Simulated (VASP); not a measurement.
# SnO (C2) in VASP: notebook, part 2 of 2

VASP 6.6.1. Earlier steps stand in the parts before.

## (3) Single point, PBE+D3(BJ) (atom 3 (O) moved -0.450 Å towards its neighbour atom 4 (O) at 2.713 Å)

The input, INCAR:

```
ALGO = Normal
EDIFF = 1E-7
ENCUT = 520
GGA = PE
ISIF = 2
ISMEAR = 0
IVDW = 12
LASPH = T
LCHARG = F
LREAL = F
LWAVE = F
NBANDS = 28
NELM = 100
PREC = Accurate
SIGMA = 0.15
```

The input, KPOINTS:

```
k-points
0
Gamma
  12 12 10
```

The input, POSCAR:

```
SnO
1.0
    3.8370962941      0.0000000000      0.0000000000
    0.0000000000      3.8370962941      0.0000000000
    0.0000000000      0.0000000000      4.7621297486
Sn O
2 2
Direct
    0.0000000000      0.5000000000      0.2432421493
    0.5000000000      0.0000000000      0.7567578507
    0.0829267829      0.0829267829      0.0000000000
    0.5000000000      0.5000000000      0.0000000000
```

Potentials or basis: VASP PAW PBE potentials, release 64 (Sn_d, O).

On the command line:

```bash
$ cat potpaw_PBE.64/Sn_d/POTCAR potpaw_PBE.64/O/POTCAR > POTCAR
$ mpirun -np 1 vasp_std > vasp.out
```

OUTCAR:

```text
EDIFF = 1E-7
   ENCUT = 520
   GGA = PE
   ISIF = 2
   ISMEAR = 0
   IVDW = 12
   LASPH = T
   LREAL = F
   NELM = 100
   PREC = Accurate
 IVDW          = 12

 ion  position               nearest neighbor table
   1  0.000  0.500  0.243-   3 2.00   4 2.24   4 2.24   3 2.54   2 3.57   2 3.57   2 3.57   2 3.57
                             2 3.65   2 3.65   2 3.65   2 3.65
   2  0.500  0.000  0.757-   3 2.00   4 2.24   4 2.24   3 2.54   1 3.57   1 3.57   1 3.57   1 3.57
                             1 3.65   1 3.65   1 3.65   1 3.65
   3  0.083  0.083  0.000-   1 2.00   2 2.00   1 2.54   2 2.54
   4  0.500  0.500  0.000-   1 2.24   2 2.24   2 2.24   1 2.24

  LATTYP: Found a simple tetragonal cell.
 ALAT       =     3.8370962941
 C/A-ratio  =     1.2410764244

  Lattice vectors:

 A1 = (   3.8370962941,   0.0000000000,   0.0000000000)
 A2 = (   0.0000000000,   3.8370962941,   0.0000000000)
 A3 = (   0.0000000000,   0.0000000000,   4.7621297486)

Analysis of symmetry for initial positions (statically):
=====================================================================
 Subroutine PRICEL returns:
 Original cell was already a primitive cell.

 Routine SETGRP: Setting up the symmetry group for a
 simple tetragonal supercell.

 Subroutine GETGRP returns: Found  2 space group operations
 (whereof  2 operations were pure point group operations)
 out of a pool of 16 trial point group operations.

The static configuration has the point symmetry C_2 .

Analysis of symmetry for dynamics (positions and initial velocities):
=====================================================================
 Subroutine PRICEL returns:
 Original cell was already a primitive cell.

 Routine SETGRP: Setting up the symmetry group for a
 simple tetragonal supercell.

 Subroutine GETGRP returns: Found  2 space group operations
 (whereof  2 operations were pure point group operations)
 out of a pool of 16 trial point group operations.
[... 123 lines left out ...]
   IMIX   =      4    mixing-type and parameters
     AMIX     =   0.40;   BMIX     =  1.00
     AMIX_MAG =   1.60;   BMIX_MAG =  1.00
  volume/ion in A,a.u.               =      17.53       118.29
  Fermi-wavevector in a.u.,A,eV,Ry     =   1.357769  2.565812 25.082847  1.843537
  Thomas-Fermi vector in A             =   2.484659
   LORBIT       =      0    0 simple, 1 ext, 2 COOP (PROOUT), +10 PAW based schemes
   GGA     = PE    functional components
   LHFCALC =     F    Hartree Fock is set to
   AEXX    =    0.0000 exact exchange contribution
   IVDW    =    12    specifies the selected vdW correction
   LEPSILON=     F    determine dielectric tensor
   LRPA    =     F    only Hartree local field effects (RPA)
 non-spin polarized calculation
 Gauss-broadening in eV      SIGMA  =   0.15
  energy-cutoff  :      520.00
  volume of cell :       70.11
 maximum number of plane-waves:      1912
 NGX is ok and might be reduce to    30
   NGX = 15   NGY = 15   NGZ = 17

 number of electron      40.0000014 magnetization

 Free energy of the ion-electron system (eV)
  ---------------------------------------------------
  ext. energy  EPLUGINS =         0.00000000
  ---------------------------------------------------
  free energy    TOTEN  =       -21.82559173 eV

  energy without entropy =      -21.82423350  energy(sigma->0) =      -21.82491261

 E-fermi :   7.1693     XC(G=0): -10.2592

 val. band max:        7.1558964518   @ k =   0.5000   0.5000   0.1000
 cond. band min:       7.2600357997   @ k =   0.5000   0.4167   0.0000
 fundamental gap:      0.1041393479
 Fermi energy:         7.1692827258

 k-point     1 :       0.0000    0.0000    0.0000
  band No.  band energies     occupation
      1     -14.9751      2.00000
      2     -14.6326      2.00000
      3     -14.4802      2.00000
      4     -14.4513      2.00000
      5     -14.4447      2.00000
      6     -14.4074      2.00000
[... 733 lines left out ...]
     27      15.5335      0.00000
     28      15.7766      0.00000

 [... further k-points ...]

------------------------ aborting loop because EDIFF is reached ----------------------------------------

 Edisp (eV)   -0.93896

 E8    (eV) :    -0.4076

  FORCE on cell =-STRESS in cart. coord.  units (eV):
  Direction    XX          YY          ZZ          XY          YZ          ZX
  --------------------------------------------------------------------------------------
  -------------------------------------------------------------------------------------
  Total       3.20749     3.20749     1.75257     1.08327     1.75615    -1.75615
  in kB      73.29407    73.29407    40.04791    24.75374    40.12975   -40.12957
  external pressure =       62.21 kB  Pullay stress =        0.00 kB

 VOLUME and BASIS-vectors are now :
 -----------------------------------------------------------------------------
  energy-cutoff  :      520.00
  volume of cell :       70.11
      direct lattice vectors                 reciprocal lattice vectors
     3.837096294  0.000000000  0.000000000     0.260613736  0.000000000  0.000000000
     0.000000000  3.837096294  0.000000000     0.000000000  0.260613736  0.000000000
     0.000000000  0.000000000  4.762129749     0.000000000  0.000000000  0.209990079

 POSITION                                       TOTAL-FORCE (eV/Angst)
 -----------------------------------------------------------------------------------
      0.00000      1.91855      1.15835         0.000699      1.198875      0.759694
      1.91855      0.00000      3.60378         1.198875      0.000699     -0.759694
      0.31820      0.31820      0.00000        -2.947465     -2.947465      0.000000
      1.91855      1.91855      0.00000         1.747890      1.747890      0.000000
 -----------------------------------------------------------------------------------
    total drift:                                0.000049      0.000049     -0.000000

  FREE ENERGIE OF THE ION-ELECTRON SYSTEM (eV)
  ---------------------------------------------------
  free  energy   TOTEN  =       -22.7645530297 eV

  energy  without entropy=      -22.7631947994  energy(sigma->0) =      -22.76387391
```

OSZICAR:

```text
N       E                     dE             d eps       ncg     rms          rms(c)
DAV:   1     0.418040236635E+03    0.41804E+03   -0.19886E+04 22948   0.217E+03
DAV:   2     0.372456219652E+02   -0.38079E+03   -0.36577E+03 22968   0.541E+02
DAV:   3    -0.229983264344E+02   -0.60244E+02   -0.59154E+02 25244   0.182E+02
DAV:   4    -0.258379943270E+02   -0.28397E+01   -0.28277E+01 25412   0.421E+01
DAV:   5    -0.259058143824E+02   -0.67820E-01   -0.67813E-01 23988   0.704E+00    0.123E+01
DAV:   6    -0.218764150190E+02    0.40294E+01   -0.19524E+01 36256   0.486E+01    0.522E+00
DAV:   7    -0.218492930780E+02    0.27122E-01   -0.23191E+00 26416   0.958E+00    0.254E+00
DAV:   8    -0.218312373853E+02    0.18056E-01   -0.28230E-01 27580   0.375E+00    0.885E-01
DAV:   9    -0.218245322430E+02    0.67051E-02   -0.40009E-02 31460   0.217E+00    0.236E-01
DAV:  10    -0.218252840394E+02   -0.75180E-03   -0.63402E-03 23644   0.547E-01    0.149E-01
DAV:  11    -0.218256544021E+02   -0.37036E-03   -0.95637E-04 29476   0.261E-01    0.588E-02
DAV:  12    -0.218255865135E+02    0.67889E-04   -0.27540E-04 34808   0.149E-01    0.185E-02
DAV:  13    -0.218255929322E+02   -0.64188E-05   -0.97037E-05 26208   0.615E-02    0.114E-02
DAV:  14    -0.218255916427E+02    0.12895E-05   -0.92531E-06 32124   0.281E-02    0.293E-03
DAV:  15    -0.218255917885E+02   -0.14579E-06   -0.11246E-06 22612   0.657E-03    0.103E-03
DAV:  16    -0.218255917267E+02    0.61815E-07   -0.57687E-08 17172   0.220E-03
   1 F= -.22764553E+02 E0= -.22763874E+02  d E =-.135823E-02
```

Wall time 9.7 min (1 thread of Intel Xeon Platinum 8488C (Sapphire Rapids), shared host); peak memory 0.67 GiB.

Results:

```yaml
Free_energy: -22.7646 eV
Pressure: 6.2 GPa
Largest_force: 4.168 eV/Å
Band_gap_on_the_k_mesh: zero (bands 20 and 21 overlap by 0.12 eV)
Dispersion_energy_per_atom: -0.235 eV
```

Forces in eV/Å, atoms in the order of the input:
```
Sn   0.001  1.199  0.760
Sn   1.199  0.001 -0.760
O   -2.947 -2.947  0.000
O    1.748  1.748  0.000
```

Stress tensor (GPa, compression positive):
```
 7.33  2.48 -4.01
 2.48  7.33  4.01
-4.01  4.01  4.00
```

Caveat: the cell differs from its parent crystal (atom 3 (O) moved -0.450 Å towards its neighbour atom 4 (O) at 2.713 Å); the cell stands under pressure; semilocal functionals underestimate gaps, so a narrow gap can read as zero; spin-orbit coupling is left out, which moves the levels of the heavy elements; forces of over 1 eV/Å act on the atoms, so gaps and moduli don't describe the material at rest.

## (4) Single point, PBE+D3(BJ) (atom 3 (O) moved +0.338 Å towards its neighbour atom 4 (O) at 2.713 Å)

The input, INCAR:

```
SYSTEM = SnO
PREC = Accurate ; ENCUT = 520
EDIFF = 1E-6 ; ISMEAR = 0
SIGMA = 0.15 ; LREAL = .FALSE.
LASPH = .TRUE. ; NELM = 100
ALGO = Normal ; ISIF = 2
LWAVE = .FALSE. ; LCHARG = .FALSE.
GGA = PE ; IVDW = 12
NBANDS = 28
```

The input, KPOINTS:

```
Automatic mesh
0
G
  12 12 10
  0 0 0
```

Changes to POSCAR since step 3:

```diff
@@ -10,3 +10,3 @@
     0.5000000000      0.0000000000      0.7567578507
-    0.0829267829      0.0829267829      0.0000000000
+   -0.0621950872     -0.0621950872      0.0000000000
     0.5000000000      0.5000000000      0.0000000000
```

Potentials or basis: VASP PAW PBE potentials, release 64 (Sn_d, O).

On the command line:

```bash
$ cat potpaw_PBE.64/Sn_d/POTCAR potpaw_PBE.64/O/POTCAR > POTCAR
$ mpirun -np 1 vasp_std > vasp.out
```

OUTCAR:

```text
SYSTEM = SnO
   PREC = Accurate
   ENCUT = 520
   EDIFF = 1E-6
   ISMEAR = 0
   LREAL = .FALSE.
   LASPH = .TRUE.
   NELM = 100
   ISIF = 2
   GGA = PE
   IVDW = 12
 IVDW          = 12

 ion  position               nearest neighbor table
   1  0.000  0.500  0.243-   3 2.05   4 2.24   4 2.24   3 2.46   2 3.57   2 3.57   2 3.57   2 3.57
                             2 3.65   2 3.65   2 3.65   2 3.65
   2  0.500  0.000  0.757-   3 2.05   4 2.24   4 2.24   3 2.46   1 3.57   1 3.57   1 3.57   1 3.57
                             1 3.65   1 3.65   1 3.65   1 3.65
   3  0.938  0.938  0.000-   1 2.05   2 2.05   2 2.46   1 2.46
   4  0.500  0.500  0.000-   1 2.24   2 2.24   2 2.24   1 2.24

  LATTYP: Found a simple tetragonal cell.
 ALAT       =     3.8370962941
 C/A-ratio  =     1.2410764244

  Lattice vectors:

 A1 = (   3.8370962941,   0.0000000000,   0.0000000000)
 A2 = (   0.0000000000,   3.8370962941,   0.0000000000)
 A3 = (   0.0000000000,   0.0000000000,   4.7621297486)

Analysis of symmetry for initial positions (statically):
=====================================================================
 Subroutine PRICEL returns:
 Original cell was already a primitive cell.

 Routine SETGRP: Setting up the symmetry group for a
 simple tetragonal supercell.

 Subroutine GETGRP returns: Found  2 space group operations
[... 174 lines left out ...]
 fundamental gap:      0.0890276750
 Fermi energy:         7.1826857479

 k-point     1 :       0.0000    0.0000    0.0000
  band No.  band energies     occupation
      1     -14.8979      2.00000
      2     -14.5684      2.00000
      3     -14.4699      2.00000
      4     -14.4441      2.00000
      5     -14.4348      2.00000
      6     -14.4031      2.00000
[... 733 lines left out ...]
     27      15.4428      0.00000
     28      15.6935      0.00000

 [... further k-points ...]

------------------------ aborting loop because EDIFF is reached ----------------------------------------

 Edisp (eV)   -0.93886

 E8    (eV) :    -0.4075

  FORCE on cell =-STRESS in cart. coord.  units (eV):
  Direction    XX          YY          ZZ          XY          YZ          ZX
  --------------------------------------------------------------------------------------
  -------------------------------------------------------------------------------------
  Total       1.86037     1.86037     1.00074     0.66776    -1.10276     1.10276
  in kB      42.51110    42.51110    22.86782    15.25903   -25.19918    25.19902
  external pressure =       35.96 kB  Pullay stress =        0.00 kB

 VOLUME and BASIS-vectors are now :
 -----------------------------------------------------------------------------
  energy-cutoff  :      520.00
  volume of cell :       70.11
      direct lattice vectors                 reciprocal lattice vectors
     3.837096294  0.000000000  0.000000000     0.260613736  0.000000000  0.000000000
     0.000000000  3.837096294  0.000000000     0.000000000  0.260613736  0.000000000
     0.000000000  0.000000000  4.762129749     0.000000000  0.000000000  0.209990079

 POSITION                                       TOTAL-FORCE (eV/Angst)
 -----------------------------------------------------------------------------------
      0.00000      1.91855      1.15835        -0.095361     -0.789702      0.448626
      1.91855      0.00000      3.60378        -0.789702     -0.095361     -0.448626
      3.59845      3.59845      0.00000         2.064714      2.064714      0.000000
      1.91855      1.91855      0.00000        -1.179651     -1.179651      0.000000
 -----------------------------------------------------------------------------------
    total drift:                               -0.000048     -0.000048      0.000001

  FREE ENERGIE OF THE ION-ELECTRON SYSTEM (eV)
  ---------------------------------------------------
  free  energy   TOTEN  =       -23.1615763449 eV

  energy  without entropy=      -23.1603406091  energy(sigma->0) =      -23.16095848
```

OSZICAR:

```text
N       E                     dE             d eps       ncg     rms          rms(c)
DAV:   1     0.415947272632E+03    0.41595E+03   -0.19743E+04 22956   0.216E+03
DAV:   2     0.365787283548E+02   -0.37937E+03   -0.36449E+03 22908   0.540E+02
DAV:   3    -0.232733475797E+02   -0.59852E+02   -0.58766E+02 25368   0.182E+02
DAV:   4    -0.260756236273E+02   -0.28023E+01   -0.27900E+01 25372   0.418E+01
DAV:   5    -0.261432117374E+02   -0.67588E-01   -0.67581E-01 23904   0.701E+00    0.120E+01
DAV:   6    -0.222681095995E+02    0.38751E+01   -0.18397E+01 36200   0.473E+01    0.512E+00
DAV:   7    -0.222446483892E+02    0.23461E-01   -0.22000E+00 26308   0.916E+00    0.251E+00
DAV:   8    -0.222288959349E+02    0.15752E-01   -0.29132E-01 27820   0.375E+00    0.827E-01
DAV:   9    -0.222216863176E+02    0.72096E-02   -0.43001E-02 33824   0.222E+00    0.233E-01
DAV:  10    -0.222224048713E+02   -0.71855E-03   -0.58709E-03 23340   0.539E-01    0.141E-01
DAV:  11    -0.222227745132E+02   -0.36964E-03   -0.80363E-04 31068   0.233E-01    0.600E-02
DAV:  12    -0.222227060312E+02    0.68482E-04   -0.28765E-04 34348   0.159E-01    0.115E-02
DAV:  13    -0.222227145455E+02   -0.85143E-05   -0.61841E-05 22836   0.443E-02    0.120E-02
DAV:  14    -0.222227132392E+02    0.13063E-05   -0.71377E-06 24200   0.260E-02    0.319E-03
DAV:  15    -0.222227133167E+02   -0.77523E-07   -0.96288E-07 16312   0.662E-03
   1 F= -.23161576E+02 E0= -.23160958E+02  d E =-.123574E-02
```

stdout:

```text
POSCAR found type information on POSCAR SnO
 POSCAR found :  2 types and       4 ions
 scaLAPACK will be used
 LDA part: xc-table for (Slater+PW92), standard interpolation
 POSCAR, INCAR and KPOINTS ok, starting setup
 FFT: planning ... GRIDC
 FFT: planning ... GRID_SOFT
 FFT: planning ... GRID
 WAVECAR not read
 entering main loop
```

It took 8.8 min on 1 thread of Intel Xeon Platinum 8488C (Sapphire Rapids), shared host; peak memory 0.66 GiB.

Results:

| Item | Value |
| --- | --- |
| Free energy | -23.1616 eV |
| Pressure | 3.6 GPa |
| Largest force | 2.920 eV/Å |
| Band gap on the k mesh | zero (bands 20 and 21 overlap by 0.06 eV) |
| Dispersion energy per atom | -0.235 eV |

Forces on the atoms (eV/Å):
```
Sn  -0.095 -0.790  0.449
Sn  -0.790 -0.095 -0.449
O    2.065  2.065  0.000
O   -1.180 -1.180  0.000
```

Caveat: the cell differs from its parent crystal (atom 3 (O) moved +0.338 Å towards its neighbour atom 4 (O) at 2.713 Å); the cell stands under pressure; semilocal functionals underestimate gaps, so a narrow gap can read as zero; spin-orbit coupling is left out, which moves the levels of the heavy elements; forces of over 1 eV/Å act on the atoms, so gaps and moduli don't describe the material at rest.

## (5) Summary

| cell | gap on the mesh (eV) | pressure (GPa) | largest force (eV/Å) |
| --- | --- | --- | --- |
| as given, atomic positions A | none | 1.7 | 1.84 |
| as given, atomic positions B | none | 6.2 | 4.17 |
| as given, atomic positions C | none | 3.6 | 2.92 |

Alike in all rows: task single point; level PBE+D3(BJ); potentials or basis VASP PAW PBE potentials, release 64 (Sn_d, O); no spin polarisation; k mesh 12 × 12 × 10; cutoff (eV) 520; smearing gaussian 0.15 eV.

Caveats: semilocal functionals underestimate gaps, so a narrow gap can read as zero; spin-orbit coupling is left out, which moves the levels of the heavy elements; forces of over 1 eV/Å act on the atoms, so gaps and moduli don't describe the material at rest; the cell stands under pressure (at least some runs).

Absolute energies hang on the potentials; compare differences alone.
